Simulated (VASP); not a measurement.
Set up this calculation in VASP 6.6.1, as the native input.

```yaml
Task: single point
Functional: PBEsol
Potentials_or_basis: VASP PAW PBE potentials, release 64 (F)
Cutoff: 520 eV
k_mesh: 4 × 4 × 2
Occupations: gaussian, width 0.05 eV
Spin: no spin polarisation
Dipole_correction: no
Further_INCAR_settings: ALGO = Normal; EDIFF = 1e-06; NBANDS = 22
```

The structure of F lies in POSCAR:

```
F
1.0
    2.9783613687     -1.7961871511     -0.2297169226
    2.9783613687      1.7961871511     -0.2297169226
   -2.2142317686      0.0000000000      7.1827699476
F
4
Direct
    0.0848459664      0.0848459664      0.0940038325
    0.9151540336      0.9151540336      0.9059961675
    0.5015719855      0.5015719855      0.5937195244
    0.4984280145      0.4984280145      0.4062804756
```

These files were run (other wordings do the same):

INCAR

```
  PREC = Accurate
  ENCUT = 520
  EDIFF = 1E-6
  ISMEAR = 0
  SIGMA = 0.05
  LREAL = F
  LASPH = T
  NELM = 100
  ALGO = Normal
  ISIF = 2
  LWAVE = F
  LCHARG = T
  GGA = PS
  LELF = T
  LVHAR = T
  NBANDS = 22
```

KPOINTS

```
Automatic mesh
0
Gamma
  4 4 2
```

Potentials or basis: VASP PAW PBE potentials, release 64 (F).

Run with:

```bash
$ cat potpaw_PBE.64/F/POTCAR > POTCAR
$ mpirun -np 1 vasp_std > vasp.out
```

Results of the run:

```json
{
 "Pressure": "0.2 GPa",
 "Largest force": "0.348 eV/Å",
 "Band gap on the k mesh": "2.95 eV, indirect (least direct gap 3.03 eV)"
}
```

Caveat: the k points lie up to 0.52 Å⁻¹ apart; the PAW data sets were made with another functional, which shifts forces and pressure a little.

Wall time 39 s on 1 thread of Intel Xeon 8259CL, with other jobs on the host, peak memory 0.19 GiB.
